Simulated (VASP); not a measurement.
# BaTiO3 in VASP: a series of runs

BaTiO3 is run at these levels: PBE; tasks: electric field gradients.

All numbers are computed with VASP 6.6.1; they aren't measurements. Logs are shortened: lines on timing, memory, paths and dates and some standing lists are left out, and cuts for length are marked.

### Step 1. The cell of the first run

Symmetry: C2/m, No. 12, monoclinic system. The conventional cell has a = 5.573 Å, b = 5.741 Å, c = 4.019 Å, α = 90.00°, β = 92.45°, γ = 90.00°. Within 3.7 Å of Ba (site symmetry 2/m) lie 12 O at 2.79 to 2.88 Å and 8 Ti at 3.37 to 3.50 Å. Within 2.7 Å of Ti (site symmetry 2/m) lie 6 O at 2.00 to 2.01 Å. Within 2.9 Å of O (site symmetry 2/m) lie 2 Ti at 2.01 Å and 4 Ba at 2.79 to 2.87 Å and 8 O at 2.79 to 2.88 Å. O (site symmetry -1) has 2 Ti at 2.00 Å and 8 O at 2.79 to 2.88 Å and 4 Ba at 2.79 to 2.88 Å within 2.9 Å.

### Step 2. Electric field gradients, PBE (equal xy, yz and zx shear strains of -3 %)

INCAR

```
SYSTEM = BaTiO3
ALGO = Normal ; EDIFF = 1E-8
ENCUT = 520 ; GGA = PE
ISIF = 2 ; ISMEAR = -1
LASPH = .True. ; LCHARG = .False.
LEFG = .True. ; LREAL = .False.
LWAVE = .False. ; NBANDS = 28
NELM = 100 ; PREC = Accurate
SIGMA = 0.03
```

KPOINTS

```
k-points
0
Gamma
  7 7 7
  0 0 0
```

POSCAR

```
BaTiO3
1.0
    3.9998000000     -0.0599970000     -0.0599970000
   -0.0599970000      3.9998000000     -0.0599970000
   -0.0602700000     -0.0602700000      4.0180000000
Ba Ti O
1 1 3
Direct
    0.0000000000      0.0000000000      0.0000000000
    0.5000000000      0.5000000000      0.5000000000
    0.5000000000      0.5000000000      0.0000000000
    0.5000000000      0.0000000000      0.5000000000
    0.0000000000      0.5000000000      0.5000000000
```

Potentials or basis: VASP PAW PBE potentials, release 64 (Ba_sv, Ti_sv, O).

Launch:

```sh
cat potpaw_PBE.64/Ba_sv/POTCAR potpaw_PBE.64/Ti_sv/POTCAR potpaw_PBE.64/O/POTCAR > POTCAR
mpirun -np 1 vasp_std > vasp.out
```

OUTCAR:

```text
SYSTEM = BaTiO3
   EDIFF = 1E-8
   ENCUT = 520
   GGA = PE
   ISIF = 2
   ISMEAR = -1
   LASPH = .True.
   LREAL = .False.
   NELM = 100
   PREC = Accurate

 ion  position               nearest neighbor table
   1  0.000  0.000  0.000-   3 2.79   3 2.79   5 2.79   5 2.79   4 2.79   4 2.79   3 2.87   3 2.87
                             4 2.88   4 2.88   5 2.88   5 2.88   2 3.37   2 3.37   2 3.50   2 3.50
   2  0.500  0.500  0.500-   4 2.00   5 2.00   4 2.00   5 2.00   3 2.01   3 2.01   1 3.37   1 3.37
                             1 3.50   1 3.50   1 3.50   1 3.50   1 3.50   1 3.50
   3  0.500  0.500  0.000-   2 2.01   2 2.01   1 2.79   1 2.79   1 2.87   1 2.87
   4  0.500  0.000  0.500-   2 2.00   2 2.00   1 2.79   1 2.79   1 2.88   1 2.88
   5  0.000  0.500  0.500-   2 2.00   2 2.00   1 2.79   1 2.79   1 2.88   1 2.88

  LATTYP: Found a base centered monoclinic cell.
 ALAT       =     5.5730147961
 B/A-ratio  =     1.0302179678
 C/A-ratio  =     1.2076462749
 COS(beta)  =    -0.8025412022

  Lattice vectors:

 A1 = (  -3.9998000000,   0.0599970000,   0.0599970000)
 A2 = (   0.0599970000,  -3.9998000000,   0.0599970000)
 A3 = (   3.8795330000,   3.8795330000,   3.8980060000)

Analysis of symmetry for initial positions (statically):
=====================================================================
 Subroutine PRICEL returns:
 Original cell was already a primitive cell.

 Routine SETGRP: Setting up the symmetry group for a
 base centered monoclinic supercell.

 Subroutine GETGRP returns: Found  4 space group operations
 (whereof  4 operations were pure point group operations)
 out of a pool of  4 trial point group operations.

The static configuration has the point symmetry C_2h.

Analysis of symmetry for dynamics (positions and initial velocities):
=====================================================================
 Subroutine PRICEL returns:
 Original cell was already a primitive cell.

 Routine SETGRP: Setting up the symmetry group for a
 base centered monoclinic supercell.

 Subroutine GETGRP returns: Found  4 space group operations
 (whereof  4 operations were pure point group operations)
 out of a pool of  4 trial point group operations.

The dynamic configuration has the point symmetry C_2h.

 Subroutine INISYM returns: Found  4 space group operations
 (whereof  4 operations are pure point group operations),
 and found     1 'primitive' translations

----------------------------------------------------------------------------------------

                                     Primitive cell

  volume of cell :      64.2377

  direct lattice vectors                    reciprocal lattice vectors
     3.999800000 -0.059997000 -0.059997000     0.250126772  0.003809037  0.003809037
    -0.059997000  3.999800000 -0.059997000     0.003809037  0.250126772  0.003809037
    -0.060270000 -0.060270000  4.018000000     0.003791784  0.003791784  0.248993793

  length of vectors
     4.000699854  4.000699854  4.018903948     0.250184771  0.250184771  0.249051530

  position of ions in fractional coordinates (direct lattice)
     0.000000000  0.000000000  0.000000000
     0.500000000  0.500000000  0.500000000
     0.500000000  0.500000000  0.000000000
     0.500000000  0.000000000  0.500000000
     0.000000000  0.500000000  0.500000000

  ion indices of the primitive-cell ions
   primitive index   ion index
                 1           1
                 2           2
                 3           3
                 4           4
                 5           5

----------------------------------------------------------------------------------------

 KPOINTS: k-points

Automatic generation of k-mesh.
 Grid dimensions read from file:
 generate k-points for:    7    7    7

 Generating k-lattice:

  Cartesian coordinates                     Fractional coordinates (reciprocal lattice)
     0.035732396  0.000544148  0.000544148     0.142857143  0.000000000  0.000000000
     0.000544148  0.035732396  0.000544148     0.000000000  0.142857143  0.000000000
     0.000541683  0.000541683  0.035570542     0.000000000  0.000000000  0.142857143

  Length of vectors
     0.035740682  0.035740682  0.035578790

  Shift w.r.t. Gamma in fractional coordinates (k-lattice)
     0.000000000  0.000000000  0.000000000

 Subroutine IBZKPT returns following result:
 ===========================================

 Found    100 irreducible k-points:

 Following reciprocal coordinates:
            Coordinates               Weight
  0.000000  0.000000  0.000000      1.000000
  0.142857 -0.000000  0.000000      4.000000
  0.285714 -0.000000  0.000000      4.000000
  0.428571 -0.000000  0.000000      4.000000
  0.142857  0.142857  0.000000      2.000000
  0.285714  0.142857  0.000000      4.000000
[... 16 lines left out ...]
 -0.142857  0.000000  0.142857      4.000000
  0.142857  0.142857  0.142857      2.000000
 [... further k-points ...]
   k-points           NKPTS =    100   k-points in BZ     NKDIM =    100   number of bands    NBANDS=     28
   number of dos      NEDOS =    301   number of ions     NIONS =      5
   total plane-waves  NPLWV =  27000
   dimension x,y,z NGX =    30 NGY =   30 NGZ =   30
   dimension x,y,z NGXF=    60 NGYF=   60 NGZF=   60
   ions per type =               1   1   3
   NGX,Y,Z   is equivalent  to a cutoff of  12.47, 12.47, 12.41 a.u.
   NGXF,Y,Z  is equivalent  to a cutoff of  24.93, 24.93, 24.82 a.u.
 SYSTEM =  BaTiO3
   PREC   = accura    normal or accurate (medium, high low for compatibility)
   ISTART =      0    job   : 0-new  1-cont  2-samecut
   ICHARG =      2    charge: 1-file 2-atom 10-const
   ISPIN  =      1    spin polarized calculation?
   LNONCOLLINEAR =      F non collinear calculations
   LSORBIT =      F    spin-orbit coupling
   LASPH  =      T    aspherical Exc in radial PAW
   ENCUT  =  520.0 eV  38.22 Ry    6.18 a.u.   7.44  7.44  7.47*2*pi/ulx,y,z
   NELM   =    100;   NELMIN=  2; NELMDL= -5     # of ELM steps
   EDIFF  = 0.1E-07   stopping-criterion for ELM
   LREAL  =      F    real-space projection
   EDIFFG = 0.1E-06   stopping-criterion for IOM
   NSW    =      0    number of steps for IOM
   IBRION =     -1    ionic relax: 0-MD 1-quasi-New 2-CG
   NFREE  =      0    steps in history (QN), initial steepest desc. (CG)
   ISIF   =      2    stress and relaxation
   ISYM   =      2    0-nonsym 1-usesym 2-fastsym
   POTIM  = 0.5000    time-step for ionic-motion
   TEBEG  =    0.0;   TEEND  =   0.0 temperature during run
   PSTRESS=    0.0 pullay stress
   NELECT =      40.0000    total number of electrons
   NUPDOWN=      -1.0000    fix difference up-down
   EMIN   =  10.00;   EMAX   =-10.00  energy-range for DOS
   EFERMI =   0.00;   METHOD = LEGACY
   ISMEAR =    -1;   SIGMA  =   0.03  broadening in eV -4-tet -1-fermi 0-gaus
   EFERMI_NEDOS =   21; number of points for ismear=-14 and -15
   IALGO  =     38    algorithm
   IMIX   =      4    mixing-type and parameters
     AMIX     =   0.40;   BMIX     =  1.00
     AMIX_MAG =   1.60;   BMIX_MAG =  1.00
  volume/ion in A,a.u.               =      12.85        86.70
  Fermi-wavevector in a.u.,A,eV,Ry     =   1.397971  2.641782 26.590165  1.954322
  Thomas-Fermi vector in A             =   2.521175
   LORBIT       =      0    0 simple, 1 ext, 2 COOP (PROOUT), +10 PAW based schemes
   GGA     = PE    functional components
   LHFCALC =     F    Hartree Fock is set to
   AEXX    =    0.0000 exact exchange contribution
   IVDW    =     0    specifies the selected vdW correction
   LEPSILON=     F    determine dielectric tensor
   LRPA    =     F    only Hartree local field effects (RPA)
 non-spin polarized calculation
  energy-cutoff  :      520.00
  volume of cell :       64.24
 maximum number of plane-waves:      1750
 NGX is ok and might be reduce to    30
   NGX = 15   NGY = 15   NGZ = 15

 number of electron      39.9999965 magnetization

 Free energy of the ion-electron system (eV)
  ---------------------------------------------------
  ext. energy  EPLUGINS =         0.00000000
  ---------------------------------------------------
  free energy    TOTEN  =       -39.90002599 eV

  energy without entropy =      -39.90002599  energy(sigma->0) =      -39.90002599

 E-fermi :   4.4875     XC(G=0): -11.2496

 val. band max:        3.8393005181   @ k =   0.0000   0.0000   0.0000
 cond. band min:       5.4428828974   @ k =   0.0000   0.0000   0.0000
 fundamental gap:      1.6035823793
 Fermi energy:         4.4874553393

 k-point     1 :       0.0000    0.0000    0.0000
  band No.  band energies     occupation
      1     -52.8305      2.00000
      2     -29.0681      2.00000
      3     -29.0273      2.00000
      4     -29.0260      2.00000
      5     -20.9991      2.00000
      6     -13.0681      2.00000
[... 20 lines left out ...]
     27       8.9053      0.00000
     28      11.1385      0.00000

 k-point     2 :       0.1429   -0.0000    0.0000
  band No.  band energies     occupation
      1     -52.8303      2.00000
      2     -29.0716      2.00000
      3     -29.0330      2.00000
      4     -29.0259      2.00000
      5     -20.9770      2.00000
      6     -13.0774      2.00000
[... 20 lines left out ...]
     27       9.2889      0.00000
     28      11.6116      0.00000

 k-point     3 :       0.2857   -0.0000    0.0000
  band No.  band energies     occupation
      1     -52.8298      2.00000
      2     -29.0844      2.00000
      3     -29.0416      2.00000
      4     -29.0251      2.00000
      5     -20.9265      2.00000
      6     -13.1641      2.00000
[... 616 lines left out ...]
      3     -29.0361      2.00000
      4     -29.0291      2.00000
      5     -20.9582      2.00000
      6     -13.0642      2.00000
[... 20 lines left out ...]
     27       9.6454      0.00000
     28      11.9273      0.00000

 k-point    24 :       0.1429    0.1429    0.1429
  band No.  band energies     occupation
      1     -52.8299      2.00000
      2     -29.0770      2.00000
      3     -29.0365      2.00000
      4     -29.0348      2.00000
      5     -20.9342      2.00000
      6     -13.0530      2.00000
[... 20 lines left out ...]
     27       9.9830      0.00000
     28      11.6807      0.00000

 [... further k-points ...]

------------------------ aborting loop because EDIFF is reached ----------------------------------------

  FORCE on cell =-STRESS in cart. coord.  units (eV):
  Direction    XX          YY          ZZ          XY          YZ          ZX
  --------------------------------------------------------------------------------------
  -------------------------------------------------------------------------------------
  Total        1.6083119      1.6083119      1.2587153      1.5269027      1.5213393      1.5213394
  in kB       40.1134990     40.1134990     31.3940833     38.0830431     37.9442838     37.9442855
  external PRESSURE =      37.2070271 kB  Pullay stress =       0.0000000 kB

 VOLUME and BASIS-vectors are now :
 -----------------------------------------------------------------------------
  energy-cutoff  :      520.00
  volume of cell :       64.24
      direct lattice vectors                 reciprocal lattice vectors
     3.999800000 -0.059997000 -0.059997000     0.250126772  0.003809037  0.003809037
    -0.059997000  3.999800000 -0.059997000     0.003809037  0.250126772  0.003809037
    -0.060270000 -0.060270000  4.018000000     0.003791784  0.003791784  0.248993793

 POSITION                                       TOTAL-FORCE (eV/Angst)
 -----------------------------------------------------------------------------------
      0.00000      0.00000      0.00000        -0.000000      0.000000      0.000000
      1.93977      1.93977      1.94900         0.000000     -0.000000      0.000000
      1.96990      1.96990     -0.06000        -0.000000      0.000000      0.000000
      1.96976     -0.06013      1.97900        -0.000000      0.000000      0.000000
     -0.06013      1.96976      1.97900        -0.000000      0.000000     -0.000000
 -----------------------------------------------------------------------------------
    total drift:                                0.000000      0.000000     -0.000000

  FREE ENERGIE OF THE ION-ELECTRON SYSTEM (eV)
  ---------------------------------------------------
  free  energy   TOTEN  =       -39.9000259861 eV

  energy  without entropy=      -39.9000259861  energy(sigma->0) =      -39.90002599

 Electric field gradients (V/A^2)
---------------------------------------------------------------------
 ion       V_xx      V_yy      V_zz      V_xy      V_xz      V_yz
---------------------------------------------------------------------
   1      -0.381    -0.381     0.761   -18.027   -17.348   -17.348
   2      -1.964    -1.964     3.927     5.611     5.567     5.567
   3     -13.292   -13.292    26.584     0.323    -4.086    -4.086
   4     -12.994    24.470   -11.476    -4.014     0.472    -3.976
   5      24.470   -12.994   -11.476    -4.014    -3.976     0.472
---------------------------------------------------------------------

 Electric field gradients after diagonalization (V/A^2)
 (convention: |V_zz| > |V_xx| > |V_yy|)
----------------------------------------------------------------------
 ion       V_xx      V_yy      V_zz     asymmetry (V_yy - V_xx)/ V_zz
----------------------------------------------------------------------
   1      17.646    17.517   -35.163       0.004
   2      -7.575    -4.087    11.662       0.299
   3     -13.796   -13.615    27.411       0.007
   4     -13.421   -11.910    25.331       0.060
   5     -13.421   -11.910    25.331       0.060
----------------------------------------------------------------------

           NMR quadrupolar parameters

 Cq : quadrupolar parameter    Cq=e*Q*V_zz/h
 eta: asymmetry parameters     (V_yy - V_xx)/ V_zz
 Q  : nuclear electric quadrupole moment in mb (millibarn)
----------------------------------------------------------------------
 ion       Cq(MHz)       eta       Q (mb)
----------------------------------------------------------------------
   1      -0.085       0.004       1.000
   2       0.028       0.299       1.000
   3       0.066       0.007       1.000
   4       0.061       0.060       1.000
   5       0.061       0.060       1.000
----------------------------------------------------------------------
```

Wall time 4.7 min (1 thread of Intel Xeon 8259CL, shared host); peak memory 0.3 GiB.

Results:

- Free energy: -39.9000 eV
- Pressure: 3.7 GPa
- Band gap on the k mesh: 1.60 eV
- Largest electric field gradient by atom: Ba -35.2; Ti +11.7; O +27.4, +25.3 (each value once) V/Å²

Levels at points of the mesh, in eV from the valence-band top:
```
           k point  band 16  band 17  band 18  band 19  band 20  band 21  band 22  band 23  band 24  band 25
(0.00, 0.00, 0.00)    -1.05    -1.04    -0.24    -0.23     0.00     1.60     1.76     1.76     3.84     3.88
```

Electric field gradients, principal values (V/Å²):
| atom | least | middle | greatest (by size) |
| --- | --- | --- | --- |
| 1 Ba | 17.517 | 17.646 | -35.163 |
| 2 Ti | -4.087 | -7.575 | 11.662 |
| 3 O | -13.615 | -13.796 | 27.411 |
| 4 O | -11.910 | -13.421 | 25.331 |
| 5 O | -11.910 | -13.421 | 25.331 |

Caveat: the cell differs from its parent crystal (equal xy, yz and zx shear strains of -3 %); the cell stands under pressure; without QUAD_EFG the Cq values of the log hold for a quadrupole moment of 1 mb, not for the nuclei; spin-orbit coupling is left out, which moves the levels of the heavy elements; an odd mesh through Γ misses points on the zone boundary, where band edges can lie.

(Continued in part 2 of 2.)
